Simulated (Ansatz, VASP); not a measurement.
# BAs: VASP beside Ansatz

```
CELL_PARAMETERS angstrom
0.00000 2.38850 2.38850
2.38850 0.00000 2.38850
2.38850 2.38850 0.00000
ATOMIC_POSITIONS crystal
As 0.75000 0.75000 0.75000
B 0.00000 0.00000 0.00000
```

Alike in both runs: functional revPBE; k mesh 10 × 10 × 10; occupations fermi-dirac, width 0.05 eV; no spin polarisation.

|  | VASP | Ansatz |
| --- | --- | --- |
| version | VASP 6.6.1 | Ansatz 0.2.0 |
| potentials or method | VASP PAW PBE potentials, release 64 (As, B), cutoff 520 eV | all-electron LAPW, scalar-relativistic |
| task | single point | band structure |

|  | VASP | Ansatz | Ansatz less VASP |
| --- | --- | --- | --- |
| gap on the k mesh at the Fermi level (eV) | 1.20 | 1.21 | +0.012 |
| least direct gap on the mesh (eV) | 3.27 | 3.28 | +0.010 |
| pressure (GPa) | 5.4 | 4.7 | -0.64 |

VASP's potentials were made for PBE, not for revPBE. Ansatz ran all-electron here, and VASP with PAW potentials.
